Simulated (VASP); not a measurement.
# BaTiO3 (R3m) in VASP: further runs, part 2 of 2

VASP 6.6.1.

### Step 3. Relaxation of shape and atoms at fixed volume, PBE (13.78 Å³/atom)

This run uses another cell than the first one, of 13.78 Å³/atom.

Contents of INCAR:

```
SYSTEM = BaTiO3
  PREC = Accurate
  ENCUT = 600
  EDIFF = 1E-7
  ISMEAR = 0
  SIGMA = 0.02
  LREAL = .FALSE.
  LASPH = .TRUE.
  NELM = 80
  ALGO = Normal
  ISIF = 4
  LWAVE = .FALSE.
  LCHARG = .FALSE.
  GGA = PE
  IBRION = 2
  NSW = 50
  EDIFFG = -0.01
```

Contents of KPOINTS:

```
Automatic mesh
0
G
  6 6 6
  0 0 0
```

Contents of POSCAR:

```
BaTiO3
1.0
    2.8912438201      1.6692603979      2.3796802130
   -2.8912438201      1.6692603979      2.3796802130
    0.0000000000     -3.3385207957      2.3796802130
Ba Ti O
1 1 3
Direct
    0.0050105865      0.0050105865      0.0050105865
    0.5191677358      0.5191677358      0.5191677358
    0.4883657726      0.4883657726      0.9777901826
    0.4883657726      0.9777901826      0.4883657726
    0.9777901826      0.4883657726      0.4883657726
```

Potentials or basis: VASP PAW PBE potentials, release 64 (Ba_sv, Ti_sv, O).

On the command line:

```
$ cat potpaw_PBE.64/Ba_sv/POTCAR potpaw_PBE.64/Ti_sv/POTCAR potpaw_PBE.64/O/POTCAR > POTCAR
$ mpirun -np 1 vasp_std > vasp.out
```

OUTCAR:

```text
SYSTEM = BaTiO3
   PREC = Accurate
   ENCUT = 600
   EDIFF = 1E-7
   ISMEAR = 0
   LREAL = .FALSE.
   LASPH = .TRUE.
   NELM = 80
   ISIF = 4
   GGA = PE
   IBRION = 2
   NSW = 50
   EDIFFG = -0.01

 ion  position               nearest neighbor table
   1  0.005  0.005  0.005-   4 2.81   5 2.81   3 2.81   3 2.90   3 2.90   4 2.90   5 2.90   5 2.90
                             4 2.90   5 3.01   4 3.01   3 3.01   2 3.47   2 3.51   2 3.51   2 3.51
   2  0.519  0.519  0.519-   4 1.89   5 1.89   3 1.89   3 2.23   4 2.23   5 2.23   1 3.47   1 3.51
                             1 3.51   1 3.51   1 3.58   1 3.58   1 3.58   1 3.67
   3  0.488  0.488  0.978-   2 1.89   2 2.23   1 2.81   1 2.90   1 2.90   1 3.01
   4  0.488  0.978  0.488-   2 1.89   2 2.23   1 2.81   1 2.90   1 2.90   1 3.01
   5  0.978  0.488  0.488-   2 1.89   2 2.23   1 2.81   1 2.90   1 2.90   1 3.01

  LATTYP: Found a trigonal (rhomboedric) cell.
 ALAT       =     4.0998291451
 COS(alpha) =     0.0053554353

  Lattice vectors:

 A1 = (   2.8912438201,   1.6692603979,   2.3796802130)
 A2 = (  -2.8912438201,   1.6692603979,   2.3796802130)
 A3 = (   0.0000000000,  -3.3385207957,   2.3796802130)

Analysis of symmetry for initial positions (statically):
=====================================================================
 Subroutine PRICEL returns:
 Original cell was already a primitive cell.

 Routine SETGRP: Setting up the symmetry group for a
 trigonal (rhombohedral) supercell.

 Subroutine GETGRP returns: Found  6 space group operations
 (whereof  6 operations were pure point group operations)
 out of a pool of 12 trial point group operations.

The static configuration has the point symmetry C_3v.

Analysis of symmetry for dynamics (positions and initial velocities):
=====================================================================
 Subroutine PRICEL returns:
 Original cell was already a primitive cell.

 Routine SETGRP: Setting up the symmetry group for a
 trigonal (rhombohedral) supercell.

 Subroutine GETGRP returns: Found  6 space group operations
 (whereof  6 operations were pure point group operations)
 out of a pool of 12 trial point group operations.

The dynamic configuration has the point symmetry C_3v.

 Subroutine INISYM returns: Found  6 space group operations
 (whereof  6 operations are pure point group operations),
 and found     1 'primitive' translations

----------------------------------------------------------------------------------------

                                     Primitive cell

  volume of cell :      68.9094

  direct lattice vectors                    reciprocal lattice vectors
     2.891243820  1.669260398  2.379680213     0.172935951  0.099844618  0.140074843
    -2.891243820  1.669260398  2.379680213    -0.172935951  0.099844618  0.140074843
     0.000000000 -3.338520796  2.379680213     0.000000000 -0.199689236  0.140074843

  length of vectors
     4.099829145  4.099829145  4.099829145     0.243919562  0.243919562  0.243919562

  position of ions in fractional coordinates (direct lattice)
     0.005010586  0.005010586  0.005010586
     0.519167736  0.519167736  0.519167736
     0.488365773  0.488365773  0.977790183
     0.488365773  0.977790183  0.488365773
     0.977790183  0.488365773  0.488365773
[... 39 lines left out ...]
  0.333333 -0.000000  0.000000      6.000000
  0.500000  0.000000  0.000000      3.000000
  0.166667  0.166667 -0.000000      6.000000
  0.333333  0.166667  0.000000     12.000000
[... 16 lines left out ...]
  0.500000  0.500000  0.166667      6.000000
 -0.333333  0.500000  0.166667     12.000000
 [... further k-points ...]
   k-points           NKPTS =     32   k-points in BZ     NKDIM =     32   number of bands    NBANDS=     24
   number of dos      NEDOS =    301   number of ions     NIONS =      5
   total plane-waves  NPLWV =  46656
   dimension x,y,z NGX =    36 NGY =   36 NGZ =   36
   dimension x,y,z NGXF=    72 NGYF=   72 NGZF=   72
   ions per type =               1   1   3
   NGX,Y,Z   is equivalent  to a cutoff of  14.60, 14.60, 14.60 a.u.
   NGXF,Y,Z  is equivalent  to a cutoff of  29.20, 29.20, 29.20 a.u.
 SYSTEM =  BaTiO3
   PREC   = accura    normal or accurate (medium, high low for compatibility)
   ISTART =      0    job   : 0-new  1-cont  2-samecut
   ICHARG =      2    charge: 1-file 2-atom 10-const
   ISPIN  =      1    spin polarized calculation?
   LNONCOLLINEAR =      F non collinear calculations
   LSORBIT =      F    spin-orbit coupling
   LASPH  =      T    aspherical Exc in radial PAW
   ENCUT  =  600.0 eV  44.10 Ry    6.64 a.u.   8.19  8.19  8.19*2*pi/ulx,y,z
   NELM   =     80;   NELMIN=  2; NELMDL= -5     # of ELM steps
   EDIFF  = 0.1E-06   stopping-criterion for ELM
   LREAL  =      F    real-space projection
   EDIFFG = -.1E-01   stopping-criterion for IOM
   NSW    =     50    number of steps for IOM
   IBRION =      2    ionic relax: 0-MD 1-quasi-New 2-CG
   NFREE  =      1    steps in history (QN), initial steepest desc. (CG)
   ISIF   =      4    stress and relaxation
   ISYM   =      2    0-nonsym 1-usesym 2-fastsym
   POTIM  = 0.5000    time-step for ionic-motion
   TEBEG  =    0.0;   TEEND  =   0.0 temperature during run
   PSTRESS=    0.0 pullay stress
   NELECT =      40.0000    total number of electrons
   NUPDOWN=      -1.0000    fix difference up-down
   EMIN   =  10.00;   EMAX   =-10.00  energy-range for DOS
   EFERMI =   0.00;   METHOD = LEGACY
   ISMEAR =     0;   SIGMA  =   0.02  broadening in eV -4-tet -1-fermi 0-gaus
   EFERMI_NEDOS =   21; number of points for ismear=-14 and -15
   IALGO  =     38    algorithm
   IMIX   =      4    mixing-type and parameters
     AMIX     =   0.40;   BMIX     =  1.00
     AMIX_MAG =   1.60;   BMIX_MAG =  1.00
  volume/ion in A,a.u.               =      13.78        93.00
  Fermi-wavevector in a.u.,A,eV,Ry     =   1.365637  2.580680 25.374381  1.864964
  Thomas-Fermi vector in A             =   2.491848
   LORBIT       =      0    0 simple, 1 ext, 2 COOP (PROOUT), +10 PAW based schemes
   GGA     = PE    functional components
   LHFCALC =     F    Hartree Fock is set to
   AEXX    =    0.0000 exact exchange contribution
   IVDW    =     0    specifies the selected vdW correction
   LEPSILON=     F    determine dielectric tensor
   LRPA    =     F    only Hartree local field effects (RPA)
 conjugate gradient relaxation of ions
 non-spin polarized calculation
 Gauss-broadening in eV      SIGMA  =   0.02
  energy-cutoff  :      600.00
  volume of cell :       68.91
 maximum number of plane-waves:      2312
 NGX is ok and might be reduce to    36
   NGX = 17   NGY = 17   NGZ = 17

--------------------------------------- Ionic step        1  -------------------------------------------

 number of electron      39.9999997 magnetization

 Free energy of the ion-electron system (eV)
  ---------------------------------------------------
  ext. energy  EPLUGINS =         0.00000000
  ---------------------------------------------------
  free energy    TOTEN  =       -40.05560926 eV

  energy without entropy =      -40.05560926  energy(sigma->0) =      -40.05560926

------------------------ aborting loop because EDIFF is reached ----------------------------------------

  FORCE on cell =-STRESS in cart. coord.  units (eV):
  Direction    XX          YY          ZZ          XY          YZ          ZX
  --------------------------------------------------------------------------------------
  -------------------------------------------------------------------------------------
  Total       -1.3342279     -1.3342279     -1.1843203      0.0000000     -0.0000000     -0.0000000
  in kB      -31.0214396    -31.0214396    -27.5360163      0.0000000     -0.0000000     -0.0000000
  external PRESSURE =     -29.8596318 kB  Pullay stress =       0.0000000 kB
[... 260 lines left out ...]
--------------------------------------- Ionic step        8  -------------------------------------------

 number of electron      39.9999990 magnetization

 Free energy of the ion-electron system (eV)
  ---------------------------------------------------
  ext. energy  EPLUGINS =         0.00000000
  ---------------------------------------------------
  free energy    TOTEN  =       -40.06192779 eV

  energy without entropy =      -40.06192779  energy(sigma->0) =      -40.06192779

 E-fermi :   3.3884     XC(G=0): -10.8471

 val. band max:        3.1984882569   @ k =   0.5000   0.5000   0.5000
 cond. band min:       5.8869911046   @ k =   0.1667   0.0000  -0.0000
 fundamental gap:      2.6885028477
 Fermi energy:         3.3884455689

 k-point     1 :       0.0000    0.0000    0.0000
  band No.  band energies     occupation
      1     -53.0938      2.00000
      2     -29.3531      2.00000
      3     -29.3455      2.00000
      4     -29.3455      2.00000
      5     -21.7807      2.00000
      6     -13.4234      2.00000
[... 637 lines left out ...]
     23       7.2158      0.00000
     24       8.6991      0.00000

 [... further k-points ...]
[... 5 lines left out ...]
  --------------------------------------------------------------------------------------
  -------------------------------------------------------------------------------------
  Total       -0.7286513     -0.7286513     -0.7504783     -0.0000000     -0.0000000      0.0000000
  in kB      -16.9414921    -16.9414921    -17.4489808     -0.0000000     -0.0000000      0.0000000
  external PRESSURE =     -17.1106550 kB  Pullay stress =       0.0000000 kB
[... 20 lines left out ...]
  FREE ENERGIE OF THE ION-ELECTRON SYSTEM (eV)
  ---------------------------------------------------
  free  energy   TOTEN  =       -40.0619277924 eV

  energy  without entropy=      -40.0619277924  energy(sigma->0) =      -40.06192779

 reached required accuracy - stopping structural energy minimisation
```

CONTCAR:

```text
BaTiO3
   1.00000000000000
     2.8890319650305050    1.6679833827748527    2.3833253942889168
    -2.8890319650305050    1.6679833827748527    2.3833253942889168
     0.0000000000000000   -3.3359667654543919    2.3833253942921484
  Ba              Ti              O
     1     1     3
Direct
     0.0055707733608745    0.0055707733608745    0.0055707733608744
     0.5216995793988040    0.5216995793988040    0.5216995793988037
     0.4882666868365103    0.4882666868365103    0.9748963236672963
     0.4882666868365103    0.9748963236672961    0.4882666868365104
     0.9748963236672961    0.4882666868365103    0.4882666868365104

  0.00000000E+00  0.00000000E+00  0.00000000E+00
  0.00000000E+00  0.00000000E+00  0.00000000E+00
  0.00000000E+00  0.00000000E+00  0.00000000E+00
  0.00000000E+00  0.00000000E+00  0.00000000E+00
  0.00000000E+00  0.00000000E+00  0.00000000E+00
```

It took 3.3 min on 1 thread of AMD EPYC 9R45 (Zen 5), shared host; peak memory 0.22 GiB.

Results:

```
Free energy                  : -40.0619 eV
Energy gained by relaxing    : 1.3 meV/atom
Ionic steps                  : 8
Pressure after relaxing      : -1.7 GPa
Largest force after relaxing : 0.005 eV/Å
Band gap on the k mesh       : 2.69 eV (least direct gap 3.28 eV)
```

Forces in eV/Å, atoms in the order of the input:
```
Ba   0.000  0.000  0.005
Ti   0.000  0.000 -0.004
O    0.000 -0.001  0.000
O   -0.001  0.001  0.000
O    0.001  0.001  0.000
```

The path:
```
step  energy change (eV)  largest force (eV/Å)  pressure (GPa)  volume (Å³)
   1              0.0000                0.2669           -2.99        68.91
   2             -0.0059                0.0717           -2.01        68.91
   3             -0.0061                0.0247           -1.79        68.91
   4             -0.0061                0.0297           -1.82        68.91
   5             -0.0062                0.0204           -1.79        68.91
   6             -0.0063                0.0179           -1.76        68.91
   7             -0.0063                0.0109           -1.73        68.91
   8             -0.0063                0.0055           -1.71        68.91
```

Final structure:
```
Ba Ti O
1.0
     2.88903    1.66798    2.38333
    -2.88903    1.66798    2.38333
     0.00000   -3.33597    2.38333
Ba Ti O
1 1 3
Direct
  0.00557 0.00557 0.00557
  0.52170 0.52170 0.52170
  0.48827 0.48827 0.97490
  0.48827 0.97490 0.48827
  0.97490 0.48827 0.48827
```

Levels at points of the mesh, in eV from the valence-band top:
```tsv
k point	band 18	band 19	band 20	band 21	band 22	band 23
(0.00, 0.00, 0.00)	-0.77	-0.61	-0.61	2.69	2.69	2.87
(0.50, 0.00, 0.00)	-1.46	-1.09	-0.90	2.83	3.69	3.86
(0.50, 0.50, 0.00)	-0.93	-0.84	-0.09	3.78	3.81	4.08
(0.50, 0.50, 0.50)	-0.04	-0.04	0.00	4.06	4.32	4.32
```

Caveat: spin-orbit coupling is left out, which moves the levels of the heavy elements. A k mesh can miss the band edges.
